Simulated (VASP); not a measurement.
Set up this calculation in VASP 6.6.1, as the native input.

* Task: single point
* Functional: r2SCAN
* Potentials or basis: VASP PAW PBE potentials, release 64 (Hf_pv, N)
* Cutoff: 660 eV
* k mesh: 11 × 11 × 11
* Occupations: fermi-dirac, width 0.15 eV
* Spin: no spin polarisation
* Dipole correction: no
* Further INCAR settings: ALGO = Normal; EDIFF = 1e-06; NBANDS = 14

The system is HfN.

```
CELL_PARAMETERS angstrom
0.00000 2.43102 2.43102
2.43102 0.00000 2.43102
2.43102 2.43102 0.00000
ATOMIC_POSITIONS crystal
Hf 0.00000 0.00000 0.00000
N 0.25000 0.25000 0.25000
```

One way to write it, as run:

POSCAR

```
HfN
1.0
    0.0000000000      2.4310167721      2.4310167721
    2.4310167721      0.0000000000      2.4310167721
    2.4310167721      2.4310167721      0.0000000000
Hf N
1 1
Direct
    0.0000000000      0.0000000000      0.0000000000
    0.2500000000      0.2500000000      0.2500000000
```

INCAR.step1

```
PREC = Accurate ; ENCUT = 660
ISMEAR = -1 ; SIGMA = 0.15
LREAL = F ; LASPH = T
NELM = 120 ; NBANDS = 14
GGA = PE ; ALGO = Normal
EDIFF = 1E-5 ; LWAVE = T
LCHARG = F ; GGA_COMPAT = F
```

INCAR.step2

```
PREC = Accurate ; ENCUT = 660
EDIFF = 1E-6 ; ISMEAR = -1
SIGMA = 0.15 ; LREAL = F
LASPH = T ; NELM = 120
ALGO = Normal ; ISIF = 2
LWAVE = F ; LCHARG = F
METAGGA = R2SCAN ; LMIXTAU = T
NBANDS = 14 ; ISTART = 1
GGA_COMPAT = F
```

KPOINTS

```
Automatic mesh
0
Gamma
  11 11 11
```

Potentials or basis: VASP PAW PBE potentials, release 64 (Hf_pv, N).

Launch:

```console
$ cat potpaw_PBE.64/Hf_pv/POTCAR potpaw_PBE.64/N/POTCAR > POTCAR
$ cp INCAR.step1 INCAR
$ mpirun -np 1 vasp_std > vasp.out
$ cp INCAR.step2 INCAR
$ mpirun -np 1 vasp_std > vasp.out
```

Results of the run:

The pressure is 2.7 GPa. The band gap on the k mesh is zero (an odd number of electrons rules out a gap without spin polarisation).

Caveat: the PAW data sets were made with another functional, which shifts forces and pressure a little; spin-orbit coupling is left out, which moves the levels of the heavy elements.

Run time: 81 s on 1 thread of Intel(R) Xeon(R) Platinum 8488C (Sapphire Rapids), on a shared host, peak memory 0.19 GiB.
